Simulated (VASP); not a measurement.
## WSe2: single point with PBEsol

Slab: WSe2, a slab with vacuum.

```
W Se
1.0
     3.27058    0.00000    0.00000
    -1.63529    2.83241    0.00000
     0.00000    0.00000   23.98700
W Se
2 4
Direct
  0.66667 0.33333 0.16069
  0.33333 0.66667 0.86238
  0.33333 0.66667 0.20734
  0.66667 0.33333 0.93219
  0.33333 0.66667 0.06781
  0.66667 0.33333 0.79266
```

This cell differs from its parent crystal: atom 1 (W) moved by +0.000 Å along [1 0 0] and +0.553 Å along [0 0 1].

| Property | Result |
| --- | --- |
| Program | VASP 6.6.1 |
| Task | single point |
| Functional | PBEsol |
| Potentials or basis | VASP PAW PBE potentials, release 64 (W_sv, Se) |
| Cutoff | 520 eV |
| k mesh | 9 × 9 × 2 |
| Occupations | gaussian, width 0.05 eV |
| Spin | no spin polarisation |

| Property | Result |
| --- | --- |
| Largest force | 11.933 eV/Å |
| Band gap on the k mesh | zero (band 26 reaches 2.54 eV, above the bottom of band 27 at 1.49 eV) |

Forces on the atoms (eV/Å):
```
W     0.000   0.000 -11.933
W     0.000   0.000   0.003
Se    0.000   0.000   9.242
Se    0.000   0.000   0.075
Se    0.000   0.000   2.681
Se    0.000   0.000  -0.068
```

Levels at points of the mesh, in eV from the Fermi level:
```csv
k point,band 24,band 25,band 26,band 27,band 28,band 29
"(0.00, 0.00, 0.00)",-1.55,-1.07,0.65,1.26,1.26,2.30
"(0.00, 0.00, 0.50)",-1.55,-1.07,0.65,1.26,1.26,2.30
```

Run time: 2.5 min on 1 thread of Intel(R) Xeon(R) 6975P-C (Granite Rapids) (shared host), peak memory 0.4 GiB.

Caveat: the cell differs from its parent crystal (atom 1 (W) moved by +0.000 Å along [1 0 0] and +0.553 Å along [0 0 1]); the PAW data sets were made with another functional, which shifts forces and pressure a little; spin-orbit coupling is left out, which moves the levels of the heavy elements.
